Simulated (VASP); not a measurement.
# MoS2 (P-3m1) in VASP: notebook

MoS2 is run at these levels: PBE+D3(BJ); tasks: single point.

All numbers are computed with VASP 6.6.1; they aren't measurements. Logs are shortened: lines on timing, memory, paths and dates and some standing lists are left out, and cuts for length are marked.

## 1. The cell of the first run

The typed cell holds 6 atoms: a = 3.055 Å, b = 3.055 Å, c = 11.007 Å, α = 90.00°, β = 90.00°, γ = 120.00°.

## 2. Single point, PBE+D3(BJ)

Input file INCAR:

```
ALGO = Normal ; EDIFF = 1E-6
ENCUT = 520 ; GGA = PE
ISIF = 2 ; ISMEAR = 0
IVDW = 12 ; LASPH = True
LCHARG = True ; LELF = True
LREAL = False ; LVHAR = True
LWAVE = False ; NBANDS = 35
NELM = 60 ; PREC = Accurate
SIGMA = 0.05
```

Input file KPOINTS:

```
k-points
0
Gamma
  12 12 4
```

Input file POSCAR:

```
MoS2
1.0
    3.0549000000      0.0000000000      0.0000000000
   -1.5274500000      2.6456210060      0.0000000000
    0.0000000000      0.0000000000     11.0072000000
Mo S
2 4
Direct
    0.6666666667      0.3333333333      0.2501439769
    0.3333333333      0.6666666667      0.7498560231
    0.3333333333      0.6666666667      0.3795985159
    0.6666666667      0.3333333333      0.8793132861
    0.3333333333      0.6666666667      0.1206867139
    0.6666666667      0.3333333333      0.6204014841
```

Potentials or basis: VASP PAW PBE potentials, release 64 (Mo_sv, S).

On the command line:

```
$ cat potpaw_PBE.64/Mo_sv/POTCAR potpaw_PBE.64/S/POTCAR > POTCAR
$ mpirun -np 1 vasp_std > vasp.out
```

OUTCAR:

```text
EDIFF = 1E-6
   ENCUT = 520
   GGA = PE
   ISIF = 2
   ISMEAR = 0
   IVDW = 12
   LASPH = True
   LREAL = False
   NELM = 60
   PREC = Accurate
 IVDW          = 12

 ion  position               nearest neighbor table
   1  0.667  0.333  0.250-   3 2.27   3 2.27   3 2.27   5 2.27   5 2.27   5 2.27
   2  0.333  0.667  0.750-   6 2.27   6 2.27   6 2.27   4 2.27   4 2.27   4 2.27
   3  0.333  0.667  0.380-   1 2.27   1 2.27   1 2.27
   4  0.667  0.333  0.879-   2 2.27   2 2.27   2 2.27
   5  0.333  0.667  0.121-   1 2.27   1 2.27   1 2.27
   6  0.667  0.333  0.620-   2 2.27   2 2.27   2 2.27

  LATTYP: Found a hexagonal cell.
 ALAT       =     3.0549000000
 C/A-ratio  =     3.6031293987

  Lattice vectors:

 A1 = (   3.0549000000,   0.0000000000,   0.0000000000)
 A2 = (  -1.5274500000,   2.6456210060,   0.0000000000)
 A3 = (   0.0000000000,   0.0000000000,  11.0072000000)

Analysis of symmetry for initial positions (statically):
=====================================================================
 Subroutine PRICEL returns:
 Original cell was already a primitive cell.

 Routine SETGRP: Setting up the symmetry group for a
 hexagonal supercell.

 Subroutine GETGRP returns: Found 12 space group operations
 (whereof 12 operations were pure point group operations)
 out of a pool of 24 trial point group operations.

The static configuration has the point symmetry D_3d.

Analysis of symmetry for dynamics (positions and initial velocities):
=====================================================================
 Subroutine PRICEL returns:
 Original cell was already a primitive cell.

 Routine SETGRP: Setting up the symmetry group for a
 hexagonal supercell.

 Subroutine GETGRP returns: Found 12 space group operations
 (whereof 12 operations were pure point group operations)
 out of a pool of 24 trial point group operations.

The dynamic configuration has the point symmetry D_3d.

 Subroutine INISYM returns: Found 12 space group operations
 (whereof 12 operations are pure point group operations),
 and found     1 'primitive' translations

----------------------------------------------------------------------------------------

                                     Primitive cell

  volume of cell :      88.9614

  direct lattice vectors                    reciprocal lattice vectors
     3.054900000  0.000000000  0.000000000     0.327342957  0.188991544  0.000000000
[... 97 lines left out ...]
   NSW    =      0    number of steps for IOM
   IBRION =     -1    ionic relax: 0-MD 1-quasi-New 2-CG
   NFREE  =      0    steps in history (QN), initial steepest desc. (CG)
   ISIF   =      2    stress and relaxation
   ISYM   =      2    0-nonsym 1-usesym 2-fastsym
   POTIM  = 0.5000    time-step for ionic-motion
   TEBEG  =    0.0;   TEEND  =   0.0 temperature during run
   PSTRESS=    0.0 pullay stress
   NELECT =      52.0000    total number of electrons
   NUPDOWN=      -1.0000    fix difference up-down
   EMIN   =  10.00;   EMAX   =-10.00  energy-range for DOS
   EFERMI =   0.00;   METHOD = LEGACY
   ISMEAR =     0;   SIGMA  =   0.05  broadening in eV -4-tet -1-fermi 0-gaus
   EFERMI_NEDOS =   21; number of points for ismear=-14 and -15
   IALGO  =     38    algorithm
   IMIX   =      4    mixing-type and parameters
     AMIX     =   0.40;   BMIX     =  1.00
     AMIX_MAG =   1.60;   BMIX_MAG =  1.00
  volume/ion in A,a.u.               =      14.83       100.06
  Fermi-wavevector in a.u.,A,eV,Ry     =   1.368807  2.586670 25.492307  1.873632
  Thomas-Fermi vector in A             =   2.494738
   LORBIT       =      0    0 simple, 1 ext, 2 COOP (PROOUT), +10 PAW based schemes
   GGA     = PE    functional components
   LHFCALC =     F    Hartree Fock is set to
   AEXX    =    0.0000 exact exchange contribution
   IVDW    =    12    specifies the selected vdW correction
   LEPSILON=     F    determine dielectric tensor
   LRPA    =     F    only Hartree local field effects (RPA)
 non-spin polarized calculation
 Gauss-broadening in eV      SIGMA  =   0.05
  energy-cutoff  :      520.00
  volume of cell :       88.96
 maximum number of plane-waves:      2424
 NGX is ok and might be reduce to    24
   NGX = 11   NGY = 11   NGZ = 41

 number of electron      51.9999998 magnetization

 Free energy of the ion-electron system (eV)
  ---------------------------------------------------
  ext. energy  EPLUGINS =         0.00000000
  ---------------------------------------------------
  free energy    TOTEN  =       -41.46692197 eV

  energy without entropy =      -41.46664654  energy(sigma->0) =      -41.46678426

 E-fermi :  10.8720     XC(G=0): -11.8082

 val. band max:       10.8179749879   @ k =   0.0000   0.0000   0.2500
 cond. band min:      10.8867691258   @ k =   0.0000   0.0000   0.0000
 fundamental gap:      0.0687941379
 Fermi energy:        10.8720380796

 k-point     1 :       0.0000    0.0000    0.0000
  band No.  band energies     occupation
      1     -51.3253      2.00000
      2     -51.3253      2.00000
      3     -25.6367      2.00000
      4     -25.6359      2.00000
      5     -25.2950      2.00000
      6     -25.2950      2.00000
[... 901 lines left out ...]
     34      13.3735      0.00000
     35      17.4704      0.00000

 [... further k-points ...]

------------------------ aborting loop because EDIFF is reached ----------------------------------------

 Edisp (eV)   -3.08246

 E8    (eV) :    -1.2436

  FORCE on cell =-STRESS in cart. coord.  units (eV):
  Direction    XX          YY          ZZ          XY          YZ          ZX
  --------------------------------------------------------------------------------------
  -------------------------------------------------------------------------------------
  Total      15.90432    15.90432    26.02953     0.00000     0.00000     0.00000
  in kB     286.43385   286.43385   468.78677     0.00000     0.00000     0.00000
  external pressure =      347.22 kB  Pullay stress =        0.00 kB

 VOLUME and BASIS-vectors are now :
 -----------------------------------------------------------------------------
  energy-cutoff  :      520.00
  volume of cell :       88.96
      direct lattice vectors                 reciprocal lattice vectors
     3.054900000  0.000000000  0.000000000     0.327342957  0.188991544  0.000000000
    -1.527450000  2.645621006  0.000000000     0.000000000  0.377983089  0.000000000
     0.000000000  0.000000000 11.007200000     0.000000000  0.000000000  0.090849626

 POSITION                                       TOTAL-FORCE (eV/Angst)
 -----------------------------------------------------------------------------------
      1.52745      0.88187      2.75338         0.000000     -0.000000     -0.002811
     -0.00000      1.76375      8.25382         0.000000      0.000000      0.002811
     -0.00000      1.76375      4.17832        -0.000000      0.000000      3.944932
      1.52745      0.88187      9.67878         0.000000      0.000000      3.952561
     -0.00000      1.76375      1.32842         0.000000      0.000000     -3.952561
      1.52745      0.88187      6.82888        -0.000000     -0.000000     -3.944932
 -----------------------------------------------------------------------------------
    total drift:                               -0.000000      0.000000      0.000000

  FREE ENERGIE OF THE ION-ELECTRON SYSTEM (eV)
  ---------------------------------------------------
  free  energy   TOTEN  =       -44.5493779098 eV

  energy  without entropy=      -44.5491024783  energy(sigma->0) =      -44.54924019
```

OSZICAR:

```text
N       E                     dE             d eps       ncg     rms          rms(c)
DAV:   1     0.476420984090E+03    0.47642E+03   -0.29755E+04  5102   0.145E+03
DAV:   2    -0.204328175865E+02   -0.49685E+03   -0.48092E+03  5700   0.391E+02
DAV:   3    -0.434801807299E+02   -0.23047E+02   -0.22659E+02  5888   0.788E+01
DAV:   4    -0.438795417745E+02   -0.39936E+00   -0.39818E+00  5804   0.106E+01
DAV:   5    -0.438859911376E+02   -0.64494E-02   -0.64478E-02  5670   0.134E+00    0.501E+01
DAV:   6    -0.418092804001E+02    0.20767E+01   -0.82392E+00  5370   0.190E+01    0.177E+01
DAV:   7    -0.416352630820E+02    0.17402E+00   -0.26458E+00  5085   0.101E+01    0.104E+01
DAV:   8    -0.414674914139E+02    0.16777E+00   -0.56019E-01  5181   0.509E+00    0.329E+00
DAV:   9    -0.414728314558E+02   -0.53400E-02   -0.53406E-02  5755   0.115E+00    0.165E+00
DAV:  10    -0.414671798163E+02    0.56516E-02   -0.32071E-02  5322   0.111E+00    0.284E-01
DAV:  11    -0.414669280131E+02    0.25180E-03   -0.25977E-03  5218   0.341E-01    0.745E-02
DAV:  12    -0.414669125525E+02    0.15461E-04   -0.12798E-04  5448   0.740E-02    0.614E-02
DAV:  13    -0.414669234276E+02   -0.10875E-04   -0.42617E-05  5263   0.336E-02    0.275E-02
DAV:  14    -0.414669221054E+02    0.13222E-05   -0.54600E-06  4900   0.129E-02    0.867E-03
DAV:  15    -0.414669219717E+02    0.13374E-06   -0.44584E-07  3096   0.396E-03
   1 F= -.44549378E+02 E0= -.44549240E+02  d E =-.275431E-03
```

stdout:

```text
POSCAR found type information on POSCAR MoS
 POSCAR found :  2 types and       6 ions
 scaLAPACK will be used
 LDA part: xc-table for (Slater+PW92), standard interpolation
 POSCAR, INCAR and KPOINTS ok, starting setup
 FFT: planning ... GRIDC
 FFT: planning ... GRID_SOFT
 FFT: planning ... GRID
 WAVECAR not read
 entering main loop
```

Wall time 4.9 min (1 thread of Intel Xeon 8259CL, shared host); peak memory 0.32 GiB.

Results:

| Quantity | Value |
| --- | --- |
| Free energy | -44.5494 eV |
| Pressure | 34.7 GPa |
| Largest force | 3.953 eV/Å |
| Dispersion energy per atom | -0.514 eV |

Forces in eV/Å, atoms in the order of the input:
```
Mo   0.000  0.000 -0.003
Mo   0.000  0.000  0.003
S    0.000  0.000  3.945
S    0.000  0.000  3.953
S    0.000  0.000 -3.953
S    0.000  0.000 -3.945
```

Stress tensor (GPa, compression positive):
```
28.64  0.00  0.00
 0.00 28.64  0.00
 0.00  0.00 46.88
```

Caveat: the cell stands under pressure; forces of over 1 eV/Å act on the atoms, so gaps and moduli don't describe the material at rest.

## 3. Single point, PBE+D3(BJ)

This run uses another cell than the first one, of 15.13 Å³/atom.

Input file INCAR:

```
ALGO = Normal
EDIFF = 1E-6
ENCUT = 520
GGA = PE
ISIF = 2
ISMEAR = 0
IVDW = 12
LASPH = T
LCHARG = F
LREAL = F
LWAVE = F
NBANDS = 35
NELM = 100
PREC = Accurate
SIGMA = 0.05
```

KPOINTS is that of step 2.

Changes to POSCAR since step 2:

```diff
@@ -2,4 +2,4 @@
 1.0
-    3.0549000000      0.0000000000      0.0000000000
-   -1.5274500000      2.6456210060      0.0000000000
+    3.0864000000      0.0000000000      0.0000000000
+   -1.5432000000      2.6729008062      0.0000000000
     0.0000000000      0.0000000000     11.0072000000
```

Potentials or basis: VASP PAW PBE potentials, release 64 (Mo_sv, S).

On the command line:

```
$ cat potpaw_PBE.64/Mo_sv/POTCAR potpaw_PBE.64/S/POTCAR > POTCAR
$ mpirun -np 1 vasp_std > vasp.out
```

OUTCAR:

```text
EDIFF = 1E-6
   ENCUT = 520
   GGA = PE
   ISIF = 2
   ISMEAR = 0
   IVDW = 12
   LASPH = T
   LREAL = F
   NELM = 100
   PREC = Accurate
 IVDW          = 12

 ion  position               nearest neighbor table
   1  0.667  0.333  0.250-   3 2.28   3 2.28   3 2.28   5 2.28   5 2.28   5 2.28
   2  0.333  0.667  0.750-   6 2.28   6 2.28   6 2.28   4 2.28   4 2.28   4 2.28
   3  0.333  0.667  0.380-   1 2.28   1 2.28   1 2.28
   4  0.667  0.333  0.879-   2 2.28   2 2.28   2 2.28
   5  0.333  0.667  0.121-   1 2.28   1 2.28   1 2.28
   6  0.667  0.333  0.620-   2 2.28   2 2.28   2 2.28

  LATTYP: Found a hexagonal cell.
 ALAT       =     3.0864000000
 C/A-ratio  =     3.5663556247

  Lattice vectors:

 A1 = (   3.0864000000,   0.0000000000,   0.0000000000)
 A2 = (  -1.5432000000,   2.6729008062,   0.0000000000)
 A3 = (   0.0000000000,   0.0000000000,  11.0072000000)

Analysis of symmetry for initial positions (statically):
=====================================================================
 Subroutine PRICEL returns:
 Original cell was already a primitive cell.

 Routine SETGRP: Setting up the symmetry group for a
 hexagonal supercell.

 Subroutine GETGRP returns: Found 12 space group operations
 (whereof 12 operations were pure point group operations)
 out of a pool of 24 trial point group operations.

The static configuration has the point symmetry D_3d.

Analysis of symmetry for dynamics (positions and initial velocities):
=====================================================================
 Subroutine PRICEL returns:
 Original cell was already a primitive cell.

 Routine SETGRP: Setting up the symmetry group for a
 hexagonal supercell.

 Subroutine GETGRP returns: Found 12 space group operations
 (whereof 12 operations were pure point group operations)
 out of a pool of 24 trial point group operations.
[... 129 lines left out ...]
     AMIX_MAG =   1.60;   BMIX_MAG =  1.00
  volume/ion in A,a.u.               =      15.13       102.13
  Fermi-wavevector in a.u.,A,eV,Ry     =   1.359477  2.569040 25.145997  1.848179
  Thomas-Fermi vector in A             =   2.486222
   LORBIT       =      0    0 simple, 1 ext, 2 COOP (PROOUT), +10 PAW based schemes
   GGA     = PE    functional components
   LHFCALC =     F    Hartree Fock is set to
   AEXX    =    0.0000 exact exchange contribution
   IVDW    =    12    specifies the selected vdW correction
   LEPSILON=     F    determine dielectric tensor
   LRPA    =     F    only Hartree local field effects (RPA)
 non-spin polarized calculation
 Gauss-broadening in eV      SIGMA  =   0.05
  energy-cutoff  :      520.00
  volume of cell :       90.81
 maximum number of plane-waves:      2466
 NGX is ok and might be reduce to    24
   NGX = 11   NGY = 11   NGZ = 41

 number of electron      52.0000000 magnetization

 Free energy of the ion-electron system (eV)
  ---------------------------------------------------
  ext. energy  EPLUGINS =         0.00000000
  ---------------------------------------------------
  free energy    TOTEN  =       -41.82712302 eV

  energy without entropy =      -41.82657063  energy(sigma->0) =      -41.82684683

 E-fermi :  10.4994     XC(G=0): -11.7025

 val. band max:       10.3384846011   @ k =   0.0000   0.0000   0.5000
 cond. band min:      10.5331460287   @ k =   0.3333   0.3333   0.0000
 fundamental gap:      0.1946614276
 Fermi energy:        10.4994324136

 k-point     1 :       0.0000    0.0000    0.0000
  band No.  band energies     occupation
      1     -51.6412      2.00000
      2     -51.6412      2.00000
      3     -25.9154      2.00000
      4     -25.9147      2.00000
      5     -25.6282      2.00000
      6     -25.6282      2.00000
[... 901 lines left out ...]
     34      12.9756      0.00000
     35      17.0290      0.00000

 [... further k-points ...]

------------------------ aborting loop because EDIFF is reached ----------------------------------------

 Edisp (eV)   -3.01810

 E8    (eV) :    -1.2176

  FORCE on cell =-STRESS in cart. coord.  units (eV):
  Direction    XX          YY          ZZ          XY          YZ          ZX
  --------------------------------------------------------------------------------------
  -------------------------------------------------------------------------------------
  Total      12.87363    12.87363    23.80116     0.00000     0.00000     0.00000
  in kB     227.14312   227.14312   419.94916     0.00000     0.00000     0.00000
  external pressure =      291.41 kB  Pullay stress =        0.00 kB

 VOLUME and BASIS-vectors are now :
 -----------------------------------------------------------------------------
  energy-cutoff  :      520.00
  volume of cell :       90.81
      direct lattice vectors                 reciprocal lattice vectors
     3.086400000  0.000000000  0.000000000     0.324002074  0.187062684  0.000000000
    -1.543200000  2.672900806  0.000000000     0.000000000  0.374125369  0.000000000
     0.000000000  0.000000000 11.007200000     0.000000000  0.000000000  0.090849626

 POSITION                                       TOTAL-FORCE (eV/Angst)
 -----------------------------------------------------------------------------------
      1.54320      0.89097      2.75338        -0.000000      0.000000     -0.002556
     -0.00000      1.78193      8.25382         0.000000     -0.000000      0.002556
     -0.00000      1.78193      4.17832        -0.000000      0.000000      3.566303
      1.54320      0.89097      9.67878        -0.000000      0.000000      3.574038
     -0.00000      1.78193      1.32842         0.000000     -0.000000     -3.574038
      1.54320      0.89097      6.82888        -0.000000     -0.000000     -3.566303
 -----------------------------------------------------------------------------------
    total drift:                               -0.000000      0.000000      0.000000

  FREE ENERGIE OF THE ION-ELECTRON SYSTEM (eV)
  ---------------------------------------------------
  free  energy   TOTEN  =       -44.8452243782 eV

  energy  without entropy=      -44.8446719848  energy(sigma->0) =      -44.84494818
```

Wall time 4.5 min (1 thread of Intel Xeon 8259CL, shared host); peak memory 0.33 GiB.

Results:

```yaml
Free_energy: -44.8452 eV
Pressure: 29.1 GPa
Largest_force: 3.574 eV/Å
Band_gap_on_the_k_mesh: zero (bands 26 and 27 overlap by 0.06 eV)
Dispersion_energy_per_atom: -0.503 eV
```

Forces in eV/Å, atoms in the order of the input:
```
Mo   0.000  0.000 -0.003
Mo   0.000  0.000  0.003
S    0.000  0.000  3.566
S    0.000  0.000  3.574
S    0.000  0.000 -3.574
S    0.000  0.000 -3.566
```

Stress tensor (GPa, compression positive):
```
22.71  0.00  0.00
 0.00 22.71  0.00
 0.00  0.00 41.99
```

Caveat: the cell stands under pressure; forces of over 1 eV/Å act on the atoms, so gaps and moduli don't describe the material at rest.

(Part 1 of 2 ends here.)
